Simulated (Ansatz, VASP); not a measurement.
## Two plane-wave programs on Ta2Si

```
CELL_PARAMETERS angstrom
-3.08776 3.08776 2.52364
3.08776 -3.08776 2.52364
3.08776 3.08776 -2.52364
ATOMIC_POSITIONS crystal
Ta 0.66359 0.83641 0.50000
Ta 0.83641 0.33641 0.17281
Ta 0.33641 0.16359 0.50000
Ta 0.16359 0.66359 0.82719
Si 0.25000 0.25000 0.00000
Si 0.75000 0.75000 0.00000
```

Alike in both runs: task single point; functional r2SCAN; k mesh 10 × 10 × 10; occupations fermi-dirac, width 0.01 eV; no spin polarisation.

```csv
,VASP,Ansatz
version,VASP 6.6.1,Ansatz 0.2.0
potentials or method,"VASP PAW PBE potentials, release 64 (Ta_pv, Si), cutoff 520 eV","scalar-relativistic, plane waves, PAW"
valence electrons in the cell,52,60
```

```csv
,VASP,Ansatz,Ansatz less VASP
gap on the k mesh at the Fermi level (eV),none,none,-
pressure (GPa),0.0,-0.5,-0.45
"traceless stress, the component that is largest in VASP (GPa)",0.22,0.23,+0.014
rms of the force components (eV/Å),0.004,0.003,-0.0011
```

VASP's potentials were made for PBE, not for r2SCAN. Atom by atom the forces differ by 0.001 eV/Å (rms over components). A gap of «none» marks a metal or a gap that the smearing closes. VASP's potentials hold 52 valence electrons a cell and Ansatz's 60, so a difference there can come from the potentials and not from the codes.

Neither program's run includes spin-orbit coupling.
